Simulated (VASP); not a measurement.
**LiMg15O16 (a cell with a defect): single point with r2SCAN**

System: LiMg15O16 (a cell with a defect).

```xyz
32
Lattice="-4.2044 4.2044 -4.2044 -4.2044 -4.2044 4.2044 4.2044 4.2044 4.2044" Properties=species:S:1:pos:R:3 pbc="T T T"
Li    0.0029    2.1059    2.1021
Mg    0.0039    0.0228    4.1806
Mg    2.0840    2.1029    4.1807
Mg   -4.2003    2.1032    2.1004
Mg   -2.0766    4.1836    2.1004
Mg   -4.2004    2.1028   -2.1038
Mg    0.0041    4.1832    0.0201
Mg   -2.0766    2.1031    4.1808
Mg   -4.2003   -0.0210   -0.0232
Mg   -2.0764    2.1032    0.0200
Mg    2.0848    4.1834    2.1005
Mg   -4.2007   -2.1014    2.1005
Mg   -2.0760    0.0227    2.1005
Mg    0.0040    0.0230    0.0206
Mg   -2.1206   -2.1013    4.2247
Mg   -2.1205    4.2273   -2.1038
O     2.1549    2.1031    2.1004
O    -2.0984    4.2052   -0.0020
O     0.0040    6.3071   -0.0018
O    -2.1467    2.1031    2.1004
O     0.0038    4.2533    2.1005
O    -2.0983    2.1029   -2.1039
O    -2.0982    0.0006    4.2029
O     0.0037    2.1030    4.2510
O    -2.0983    0.0007   -0.0020
O     0.0036    2.1031   -0.0508
O     0.0039    0.0007    6.3047
O    -2.0983   -2.1017    2.1002
O     0.0040   -0.0484    2.1006
O    -6.3027    0.0010   -0.0015
O    -4.2004    2.1030   -0.0017
O    -4.2002    0.0008    2.1005
```

```yaml
Program: VASP 6.6.1
Task: single point
Functional: r2SCAN
Potentials_or_basis: VASP PAW PBE potentials, release 64 (Li_sv, Mg, O)
Cutoff: 520 eV
k_mesh: 2 × 2 × 2, shifted
Occupations: gaussian, width 0.01 eV
Spin: no spin polarisation
Dipole_correction: no
Charge: -1
Further_INCAR_settings: LREAL = Auto; ALGO = Normal; EDIFF = 1e-07; NBANDS = 86; NELECT = 130.0
```

| Item | Value |
| --- | --- |
| Largest force | 0.022 eV/Å |

Forces on the atoms (eV/Å):
```
Li   0.001 -0.013 -0.006
Mg  -0.002 -0.003  0.001
Mg   0.005  0.001 -0.001
Mg   0.002 -0.002  0.002
Mg   0.000  0.001  0.001
Mg  -0.002 -0.001  0.000
Mg  -0.004  0.003 -0.002
Mg   0.000  0.000  0.001
Mg  -0.004  0.003  0.000
Mg   0.000 -0.001 -0.001
Mg  -0.002  0.000  0.001
Mg   0.001  0.000 -0.003
Mg  -0.002 -0.001 -0.001
Mg  -0.003 -0.004 -0.004
Mg   0.005 -0.001 -0.002
Mg   0.005  0.000  0.000
O    0.022  0.000  0.000
O   -0.003  0.000  0.004
O    0.001  0.002  0.002
O   -0.013  0.001  0.002
O    0.000  0.018  0.000
O    0.002  0.000 -0.003
O   -0.004  0.002 -0.003
O   -0.001  0.001  0.017
O   -0.001  0.001  0.004
O    0.000  0.000 -0.012
O    0.003  0.002  0.002
O    0.001  0.002  0.001
O   -0.003 -0.010 -0.002
O   -0.005 -0.002 -0.002
O    0.000 -0.001  0.001
O    0.000 -0.001  0.000
```

Levels at points of the mesh, in eV from the Fermi level:
```tsv
k point	band 62	band 63	band 64	band 65	band 66	band 67	band 68	band 69
(0.25, 0.25, 0.25)	-0.17	-0.17	-0.06	-0.06	8.12	8.12	8.12	8.38
```

It took 27 min on 1 thread of Intel Xeon 8259CL, on a shared host, peak memory 0.48 GiB.

Caveat: the cell carries a net charge on a neutralising background, which shifts energy and pressure; the cell is charged against a uniform background, so pressure and absolute levels hang on convention; the PAW data sets were made with another functional, which shifts forces and pressure a little.
